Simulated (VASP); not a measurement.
# Cr (I4_1/amd) in VASP: notebook

Runs on Cr. Level: PBE. Tasks: single point, relaxation of cell and atoms.

Everything below comes from runs of VASP 6.6.1. Logs are shortened: lines on timing, memory, paths and dates and some standing lists are left out, and cuts for length are marked.

### Step 1. The cell of the first run

Symmetry: I4_1/amd, No. 141, tetragonal system. Conventional cell: a = 4.492 Å, b = 4.492 Å, c = 2.448 Å, α = 90.00°, β = 90.00°, γ = 90.00°. Within 3.1 Å of Cr (site symmetry -4m2) lie 10 Cr at 2.33 to 2.90 Å.

### Step 2. Single point, PBE

Contents of INCAR:

```
PREC = Accurate
ENCUT = 520
EDIFF = 1E-6
ISMEAR = 0
SIGMA = 0.1
LREAL = F
LASPH = T
NELM = 80
ALGO = Normal
ISIF = 2
LWAVE = F
LCHARG = F
GGA = PE
NBANDS = 19
```

Contents of KPOINTS:

```
Automatic mesh
0
Gamma
  8 8 8
```

Contents of POSCAR:

```
Cr
1.0
   -2.2461480778      2.2461480778      1.2241579814
    2.2461480778     -2.2461480778      1.2241579814
    2.2461480778      2.2461480778     -1.2241579814
Cr
2
Direct
    0.0000000000      0.0000000000      0.0000000000
    0.7500000000      0.2500000000      0.5000000000
```

Potentials or basis: VASP PAW PBE potentials, release 64 (Cr_pv).

Launch:

```
$ cat potpaw_PBE.64/Cr_pv/POTCAR > POTCAR
$ mpirun -np 1 vasp_std > vasp.out
```

OUTCAR:

```text
PREC = Accurate
   ENCUT = 520
   EDIFF = 1E-6
   ISMEAR = 0
   LREAL = F
   LASPH = T
   NELM = 80
   ISIF = 2
   GGA = PE

 ion  position               nearest neighbor table
   1  0.000  0.000  0.000-   2 2.33   2 2.33   2 2.33   2 2.33   2 2.90   2 2.90   2 2.90   2 2.90

   2  0.750  0.250  0.500-   1 2.33   1 2.33   1 2.33   1 2.33   1 2.90   1 2.90   1 2.90   1 2.90

  LATTYP: Found a body centered tetragonal cell.
 ALAT       =     4.4922961556
 C/A-ratio  =     0.5450032407

  Lattice vectors:

 A1 = (  -2.2461480778,   2.2461480778,   1.2241579814)
 A2 = (   2.2461480778,  -2.2461480778,   1.2241579814)
 A3 = (   2.2461480778,   2.2461480778,  -1.2241579814)

Analysis of symmetry for initial positions (statically):
=====================================================================
 Subroutine PRICEL returns:
 Original cell was already a primitive cell.

 Routine SETGRP: Setting up the symmetry group for a
 body centered tetragonal supercell.

 Subroutine GETGRP returns: Found 16 space group operations
 (whereof  8 operations were pure point group operations)
 out of a pool of 16 trial point group operations.

The static configuration has the point symmetry D_2d.
 The point group associated with its full space group is D_4h.

Analysis of symmetry for dynamics (positions and initial velocities):
=====================================================================
 Subroutine PRICEL returns:
 Original cell was already a primitive cell.

 Routine SETGRP: Setting up the symmetry group for a
 body centered tetragonal supercell.

 Subroutine GETGRP returns: Found 16 space group operations
 (whereof  8 operations were pure point group operations)
 out of a pool of 16 trial point group operations.

The dynamic configuration has the point symmetry D_2d.
 The point group associated with its full space group is D_4h.

 Subroutine INISYM returns: Found 16 space group operations
 (whereof  8 operations are pure point group operations),
 and found     1 'primitive' translations

----------------------------------------------------------------------------------------

                                     Primitive cell

  volume of cell :      24.7044

  direct lattice vectors                    reciprocal lattice vectors
    -2.246148078  2.246148078  1.224157981     0.000000000  0.222603311  0.408444014
     2.246148078 -2.246148078  1.224157981     0.222603311  0.000000000  0.408444014
     2.246148078  2.246148078 -1.224157981     0.222603311  0.222603311  0.000000000

  length of vectors
     3.404251039  3.404251039  3.404251039     0.465165290  0.465165290  0.314808622

  position of ions in fractional coordinates (direct lattice)
     0.000000000  0.000000000  0.000000000
     0.750000000  0.250000000  0.500000000

  ion indices of the primitive-cell ions
   primitive index   ion index
                 1           1
                 2           2

----------------------------------------------------------------------------------------

 KPOINTS: Automatic mesh

Automatic generation of k-mesh.
 Grid dimensions read from file:
 generate k-points for:    8    8    8

 Generating k-lattice:

  Cartesian coordinates                     Fractional coordinates (reciprocal lattice)
     0.000000000  0.027825414  0.051055502     0.125000000  0.000000000  0.000000000
     0.027825414  0.000000000  0.051055502     0.000000000  0.125000000  0.000000000
     0.027825414  0.027825414  0.000000000     0.000000000  0.000000000  0.125000000

  Length of vectors
     0.058145661  0.058145661  0.039351078

  Shift w.r.t. Gamma in fractional coordinates (k-lattice)
     0.000000000  0.000000000  0.000000000

 Subroutine IBZKPT returns following result:
 ===========================================

 Found     59 irreducible k-points:

 Following reciprocal coordinates:
            Coordinates               Weight
  0.000000  0.000000  0.000000      1.000000
  0.125000  0.000000  0.000000      8.000000
  0.250000  0.000000  0.000000      8.000000
  0.375000  0.000000  0.000000      8.000000
  0.500000  0.000000  0.000000      4.000000
  0.125000  0.125000  0.000000      8.000000
[... 16 lines left out ...]
  0.250000  0.125000  0.125000     16.000000
  0.375000  0.125000  0.125000      8.000000
 [... further k-points ...]
   k-points           NKPTS =     59   k-points in BZ     NKDIM =     59   number of bands    NBANDS=     19
   number of dos      NEDOS =    301   number of ions     NIONS =      2
   total plane-waves  NPLWV =  21952
   dimension x,y,z NGX =    28 NGY =   28 NGZ =   28
   dimension x,y,z NGXF=    56 NGYF=   56 NGZF=   56
   ions per type =               2
   NGX,Y,Z   is equivalent  to a cutoff of  13.67, 13.67, 13.67 a.u.
   NGXF,Y,Z  is equivalent  to a cutoff of  27.35, 27.35, 27.35 a.u.
 SYSTEM =  unknown system
   PREC   = accura    normal or accurate (medium, high low for compatibility)
   ISTART =      0    job   : 0-new  1-cont  2-samecut
   ICHARG =      2    charge: 1-file 2-atom 10-const
   ISPIN  =      1    spin polarized calculation?
   LNONCOLLINEAR =      F non collinear calculations
   LSORBIT =      F    spin-orbit coupling
   LASPH  =      T    aspherical Exc in radial PAW
   ENCUT  =  520.0 eV  38.22 Ry    6.18 a.u.   6.33  6.33  6.33*2*pi/ulx,y,z
   NELM   =     80;   NELMIN=  2; NELMDL= -5     # of ELM steps
   EDIFF  = 0.1E-05   stopping-criterion for ELM
   LREAL  =      F    real-space projection
   EDIFFG = 0.1E-04   stopping-criterion for IOM
   NSW    =      0    number of steps for IOM
   IBRION =     -1    ionic relax: 0-MD 1-quasi-New 2-CG
   NFREE  =      0    steps in history (QN), initial steepest desc. (CG)
   ISIF   =      2    stress and relaxation
   ISYM   =      2    0-nonsym 1-usesym 2-fastsym
   POTIM  = 0.5000    time-step for ionic-motion
   TEBEG  =    0.0;   TEEND  =   0.0 temperature during run
   PSTRESS=    0.0 pullay stress
   NELECT =      24.0000    total number of electrons
   NUPDOWN=      -1.0000    fix difference up-down
   EMIN   =  10.00;   EMAX   =-10.00  energy-range for DOS
   EFERMI =   0.00;   METHOD = LEGACY
   ISMEAR =     0;   SIGMA  =   0.10  broadening in eV -4-tet -1-fermi 0-gaus
   EFERMI_NEDOS =   21; number of points for ismear=-14 and -15
   IALGO  =     38    algorithm
   IMIX   =      4    mixing-type and parameters
     AMIX     =   0.40;   BMIX     =  1.00
     AMIX_MAG =   1.60;   BMIX_MAG =  1.00
  volume/ion in A,a.u.               =      12.35        83.36
  Fermi-wavevector in a.u.,A,eV,Ry     =   1.621389  3.063981 35.768378  2.628902
  Thomas-Fermi vector in A             =   2.715173
   LORBIT       =      0    0 simple, 1 ext, 2 COOP (PROOUT), +10 PAW based schemes
   GGA     = PE    functional components
   LHFCALC =     F    Hartree Fock is set to
   AEXX    =    0.0000 exact exchange contribution
   IVDW    =     0    specifies the selected vdW correction
   LEPSILON=     F    determine dielectric tensor
   LRPA    =     F    only Hartree local field effects (RPA)
 non-spin polarized calculation
 Gauss-broadening in eV      SIGMA  =   0.10
  energy-cutoff  :      520.00
  volume of cell :       24.70
 maximum number of plane-waves:       682
 NGX is ok and might be reduce to    28
   NGX = 13   NGY = 13   NGZ = 13

 number of electron      23.9999995 magnetization

 Free energy of the ion-electron system (eV)
  ---------------------------------------------------
  ext. energy  EPLUGINS =         0.00000000
  ---------------------------------------------------
  free energy    TOTEN  =       -17.56913114 eV

  energy without entropy =      -17.55645794  energy(sigma->0) =      -17.56279454

 E-fermi :  10.1893     XC(G=0): -13.1960

 val. band max:       10.1653133776   @ k =   0.3750   0.2500  -0.0000
 cond. band min:      10.2218018389   @ k =  -0.1250   0.5000   0.1250
 fundamental gap:      0.0564884614
 Fermi energy:        10.1893011958

 k-point     1 :       0.0000    0.0000    0.0000
  band No.  band energies     occupation
      1     -33.2466      2.00000
      2     -33.2466      2.00000
      3     -32.4625      2.00000
      4     -32.4508      2.00000
      5     -32.3718      2.00000
      6     -32.3718      2.00000
[... 11 lines left out ...]
     18      17.3291      0.00000
     19      17.3291      0.00000

 k-point     2 :       0.1250    0.0000    0.0000
  band No.  band energies     occupation
      1     -33.2371      2.00000
      2     -33.1991      2.00000
      3     -32.5706      2.00000
      4     -32.5544      2.00000
      5     -32.3936      2.00000
      6     -32.3644      2.00000
[... 11 lines left out ...]
     18      17.6208      0.00000
     19      17.6248      0.00000

 k-point     3 :       0.2500    0.0000    0.0000
  band No.  band energies     occupation
      1     -33.2139      2.00000
      2     -33.1021      2.00000
      3     -32.8292      2.00000
      4     -32.7606      2.00000
      5     -32.4647      2.00000
      6     -32.3468      2.00000
[... 11 lines left out ...]
     18      17.6208      0.00000
     19      17.6242      0.00000

 k-point     4 :       0.3750    0.0000    0.0000
  band No.  band energies     occupation
      1     -33.1901      2.00000
      2     -33.1612      2.00000
      3     -33.0536      2.00000
      4     -32.8060      2.00000
      5     -32.5613      2.00000
      6     -32.3296      2.00000
[... 11 lines left out ...]
     18      17.6201      0.00000
     19      17.6233      0.00000

 k-point     5 :       0.5000    0.0000    0.0000
  band No.  band energies     occupation
      1     -33.2491      2.00000
      2     -33.1801      2.00000
      3     -33.1390      2.00000
      4     -32.7287      2.00000
      5     -32.6379      2.00000
      6     -32.3225      2.00000
[... 11 lines left out ...]
     18      17.4047      0.00000
     19      17.6405      0.00000

 k-point     6 :       0.1250    0.1250    0.0000
  band No.  band energies     occupation
      1     -33.1797      2.00000
      2     -33.1711      2.00000
      3     -32.8061      2.00000
      4     -32.7834      2.00000
      5     -32.3904      2.00000
      6     -32.3765      2.00000
[... 11 lines left out ...]
     18      17.6212      0.00000
     19      17.6243      0.00000

 k-point     7 :       0.2500    0.1250    0.0000
  band No.  band energies     occupation
      1     -33.2072      2.00000
      2     -33.1321      2.00000
      3     -33.0177      2.00000
      4     -32.9269      2.00000
      5     -32.4465      2.00000
      6     -32.3622      2.00000
[... 11 lines left out ...]
     18      17.6211      0.00000
     19      17.6232      0.00000

 k-point     8 :       0.3750    0.1250    0.0000
  band No.  band energies     occupation
      1     -33.2787      2.00000
      2     -33.1466      2.00000
      3     -33.1101      2.00000
      4     -32.8371      2.00000
      5     -32.5369      2.00000
      6     -32.3479      2.00000
[... 256 lines left out ...]
 k-point    20 :      -0.3750    0.3750    0.0000
  band No.  band energies     occupation
      1     -33.0180      2.00000
      2     -33.0157      2.00000
      3     -32.7266      2.00000
      4     -32.6823      2.00000
      5     -32.4196      2.00000
      6     -32.3808      2.00000
[... 11 lines left out ...]
     18      12.5631      0.00000
     19      17.6242      0.00000

 k-point    21 :       0.5000    0.5000    0.0000
  band No.  band energies     occupation
      1     -32.8739      2.00000
      2     -32.8739      2.00000
      3     -32.8558      2.00000
      4     -32.8558      2.00000
      5     -32.3998      2.00000
      6     -32.3998      2.00000
[... 11 lines left out ...]
     18      12.1612      0.00000
     19      17.6242      0.00000

 k-point    22 :       0.1250    0.1250    0.1250
  band No.  band energies     occupation
      1     -33.1338      2.00000
      2     -33.1006      2.00000
      3     -32.8191      2.00000
      4     -32.7708      2.00000
      5     -32.4800      2.00000
      6     -32.4299      2.00000
[... 11 lines left out ...]
     18      16.5749      0.00000
     19      17.6249      0.00000

 k-point    23 :       0.2500    0.1250    0.1250
  band No.  band energies     occupation
      1     -33.2174      2.00000
      2     -33.1031      2.00000
      3     -32.9888      2.00000
      4     -32.8066      2.00000
      5     -32.5634      2.00000
      6     -32.4301      2.00000
[... 11 lines left out ...]
     18      16.9640      0.00000
     19      17.6245      0.00000

 k-point    24 :       0.3750    0.1250    0.1250
  band No.  band energies     occupation
      1     -33.2899      2.00000
      2     -33.1744      2.00000
      3     -33.0063      2.00000
      4     -32.7085      2.00000
      5     -32.6599      2.00000
      6     -32.4221      2.00000
[... 11 lines left out ...]
     18      17.0570      0.00000
     19      17.6206      0.00000

 [... further k-points ...]

------------------------ aborting loop because EDIFF is reached ----------------------------------------

  FORCE on cell =-STRESS in cart. coord.  units (eV):
  Direction    XX          YY          ZZ          XY          YZ          ZX
  --------------------------------------------------------------------------------------
  -------------------------------------------------------------------------------------
  Total       -0.0419227     -0.0419227     -0.0237729      0.0000000      0.0000000     -0.0000000
  in kB       -2.7188492     -2.7188492     -1.5417665      0.0000000      0.0000000     -0.0000000
  external PRESSURE =      -2.3264883 kB  Pullay stress =       0.0000000 kB

 VOLUME and BASIS-vectors are now :
 -----------------------------------------------------------------------------
  energy-cutoff  :      520.00
  volume of cell :       24.70
      direct lattice vectors                 reciprocal lattice vectors
    -2.246148078  2.246148078  1.224157981     0.000000000  0.222603311  0.408444014
     2.246148078 -2.246148078  1.224157981     0.222603311  0.000000000  0.408444014
     2.246148078  2.246148078 -1.224157981     0.222603311  0.222603311  0.000000000

 POSITION                                       TOTAL-FORCE (eV/Angst)
 -----------------------------------------------------------------------------------
      0.00000      0.00000      0.00000         0.000000     -0.000000     -0.000000
      0.00000      2.24615      0.61208        -0.000000      0.000000      0.000000
 -----------------------------------------------------------------------------------
    total drift:                               -0.000000      0.000000      0.000000

  FREE ENERGIE OF THE ION-ELECTRON SYSTEM (eV)
  ---------------------------------------------------
  free  energy   TOTEN  =       -17.5691311392 eV

  energy  without entropy=      -17.5564579380  energy(sigma->0) =      -17.56279454
```

Run time: 29 s. Hardware: 1 thread of Intel Xeon Platinum 8488C (Sapphire Rapids), shared host; peak memory 0.16 GiB.

Results:

- Free energy: -17.5691 eV
- Pressure: -0.2 GPa
- Band gap on the k mesh: zero (band 12 reaches 11.20 eV, above the bottom of band 13 at 9.88 eV)

Caveat: the k points lie up to 0.37 Å⁻¹ apart; the run has no spin polarisation, though such a crystal can be magnetic.

### Step 3. Relaxation of cell and atoms, PBE

This run uses another cell than the first one, of 13.43 Å³/atom, 1.087 times its volume.

Contents of INCAR:

```
SYSTEM = Cr
PREC = Accurate
ENCUT = 600
EDIFF = 1E-7
ISMEAR = 0
SIGMA = 0.1
LREAL = .FALSE.
LASPH = .TRUE.
NELM = 60
ALGO = Normal
ISIF = 3
LWAVE = .FALSE.
LCHARG = .FALSE.
GGA = PE
IBRION = 2
NSW = 90
EDIFFG = -0.04
```

Contents of KPOINTS:

```
regular mesh
0
G
  8 8 8
  0 0 0
```

Contents of POSCAR:

```
Cr
1.0
   -2.3090310874      2.3090310874      1.2596190817
    2.3090310874     -2.3090310874      1.2596190817
    2.3090310874      2.3090310874     -1.2596190817
Cr
2
Direct
    0.0000000000      0.0000000000      0.0000000000
    0.7500000000      0.2500000000      0.5000000000
```

Potentials or basis: VASP PAW PBE potentials, release 64 (Cr_pv).

Launch:

```
$ cat potpaw_PBE.64/Cr_pv/POTCAR > POTCAR
$ mpirun -np 1 vasp_std > vasp.out
```

Run time: 68 s. Hardware: 1 thread of Intel Xeon Platinum 8488C (Sapphire Rapids), shared host; peak memory 0.18 GiB.

It converged, with:

```
Free energy                            : -17.5706 eV
Relaxed volume                         : 12.33 Å³/atom
Relaxed cell                           : a = 3.401 Å, b = 3.401 Å, c = 3.401 Å, α = 97.45°, β = 97.45°, γ = 137.79°
Space group after relaxing (to 0.05 Å) : I4_1/amd (No. 141)
Energy gained by relaxing              : 54.8 meV/atom
Ionic steps                            : 4
Pressure after relaxing                : 0.0 GPa
Band gap on the k mesh                 : zero (band 12 reaches 11.21 eV, above the bottom of band 13 at 9.90 eV)
```

Stress tensor (GPa, compression positive):
```
 0.08  0.00  0.00
 0.00  0.08  0.00
 0.00  0.00 -0.05
```

The path:
```tsv
step	energy change (eV)	largest force (eV/Å)	pressure (GPa)	volume (Å³)
1	0.0000	0.0000	-14.83	26.86
2	0.0641	0.0000	25.78	22.31
3	-0.1095	0.0000	-0.49	24.71
4	-0.1096	0.0000	0.03	24.66
```

Final structure:
```xyz
2
Lattice="-2.2437 2.2437 1.2248 2.2437 -2.2437 1.2248 2.2437 2.2437 -1.2248" Properties=species:S:1:pos:R:3 pbc="T T T"
Cr    0.0000    4.4874    0.0000
Cr    0.0000    2.2437    0.6124
```

Levels at points of the mesh, in eV from the Fermi level:
```csv
k point,band 10,band 11,band 12,band 13,band 14,band 15
"(0.00, 0.00, 0.00)",-2.32,-1.72,1.00,1.00,1.04,1.04
"(0.50, 0.00, 0.00)",-1.82,-0.37,-0.19,0.04,1.17,2.03
"(0.50, 0.50, 0.00)",-2.22,-1.08,-1.08,0.65,0.65,1.68
"(0.50, 0.50, 0.50)",-1.70,-0.40,-0.40,0.58,0.58,1.27
```

Caveat: the run has no spin polarisation, though such a crystal can be magnetic. Spin polarisation is off, so any magnetic state and its effect on volume and gap are missing.

[end of part 1 of 2]
